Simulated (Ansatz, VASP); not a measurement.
Two plane-wave programs on K3SbI

```
CELL_PARAMETERS angstrom
6.44546 0.00000 0.00000
0.00000 6.44546 0.00000
0.00000 0.00000 6.44546
ATOMIC_POSITIONS crystal
K 0.00000 0.50000 0.50000
K 0.50000 0.00000 0.50000
K 0.50000 0.50000 0.00000
Sb 0.00000 0.00000 0.00000
I 0.50000 0.50000 0.50000
```

Change from the starting cell: species swapped into the Mn3GaC type (Pm-3m, No. 221).

Alike in both runs: task relaxation of cell and atoms; functional PBE; k mesh 6 × 6 × 6; occupations gaussian, width 0.1 eV; no spin polarisation.

```csv
,VASP,Ansatz
version,VASP 6.6.1,Ansatz 0.2.0
potentials or method,"VASP PAW PBE potentials, release 64 (K_sv, Sb, I), cutoff 600 eV","scalar-relativistic, plane waves, PAW"
valence electrons in the cell,39,59
```

|  | VASP | Ansatz | Ansatz less VASP |
| --- | --- | --- | --- |
| gap on the k mesh at the Fermi level, each at its own relaxed structure (eV) | none | none | - |
| relaxed volume (Å³/atom) | 54.10 | 53.95 | -0.148 |
| relaxed length of the cell vector where the two differ most in proportion (Å) | 6.467 | 6.461 | -0.0059 |

A gap of «none» marks a metal or a gap that the smearing closes. VASP's potentials hold 39 valence electrons a cell and Ansatz's 59, so a difference there can come from the potentials and not from the codes.

Spin-orbit coupling is off throughout.
